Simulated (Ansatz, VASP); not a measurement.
**SiC: VASP beside Ansatz**

File INCAR:

```
PREC     = Accurate       # precision mode
ENCUT    = 520            # plane-wave cutoff, eV
EDIFF    = 1E-7           # SCF threshold, eV
ISMEAR   = 0              # smearing method
SIGMA    = 0.01           # smearing width, eV
LREAL    = F              # projectors in reciprocal space
LASPH    = T              # aspherical terms in the spheres
NELM     = 60             # most SCF steps
ALGO     = Normal         # electronic algorithm
ISIF     = 2              # what is computed and relaxed
LWAVE    = F              # write WAVECAR
LCHARG   = F              # write CHGCAR
NBANDS   = 16             # bands
```

The input KPOINTS:

```
Automatic mesh
0
Gamma
  12 12 6
```

The input POSCAR:

```
SiC
1.0
    3.0760000000      0.0000000000      0.0000000000
   -1.5380000000      2.6638941420      0.0000000000
    0.0000000000      0.0000000000      5.0480000000
Si C
2 2
Direct
    0.3333330000      0.6666670000      0.0000000000
    0.6666670000      0.3333330000      0.5000000000
    0.3333330000      0.6666670000      0.3850000000
    0.6666670000      0.3333330000      0.8850000000
```

Input for Ansatz:

```yaml
crystal:
  lattice:
    - [3.076, 0.0, 0.0]
    - [-1.5379999999999994, 2.6638941420409337, 0.0]
    - [0.0, 0.0, 5.048]
  atoms:
    - { symbol: Si, position: [0.33333300000000005, 0.666667, 0.0] }
    - { symbol: Si, position: [0.6666670000000001, 0.333333, 0.5] }
    - { symbol: C, position: [0.33333300000000005, 0.666667, 0.385] }
    - { symbol: C, position: [0.6666670000000001, 0.333333, 0.885] }
kpoints:
  mp_grid:
    grid: [12, 12, 6]
hamiltonian:
  xc: lda
  pseudopotentials:
    kind: all_electron
    lapw: {}
scf:
  convergence:
    dr2_threshold: 1.0e-09
  occupations:
    method: fixed
output:
  stress: true
```

Alike in both runs: task single point; functional LDA; k mesh 12 × 12 × 6; no spin polarisation.

```csv
,VASP,Ansatz
version,VASP 6.6.1,Ansatz 0.2.0
potentials or method,"VASP PAW LDA potentials, release 64 (Si, C), cutoff 520 eV",all-electron (LAPW or listed datasets)
occupations,"gaussian, width 0.01 eV",fixed
```

VASP gave:

| Property | Result |
| --- | --- |
| pressure (GPa) | -3.6 |
| traceless stress, the component that is largest in VASP (GPa) | -2.84 |

What did Ansatz give for the same quantities?

Pressure (GPa): -4.0; traceless stress, the component that is largest in VASP (GPa): -2.81.

LDA's correlation is that of Perdew and Zunger in VASP and of Perdew and Wang (1992) in Ansatz. Ansatz ran all-electron here, and VASP with PAW potentials. Ansatz's warnings: structure snapped to symmetry.
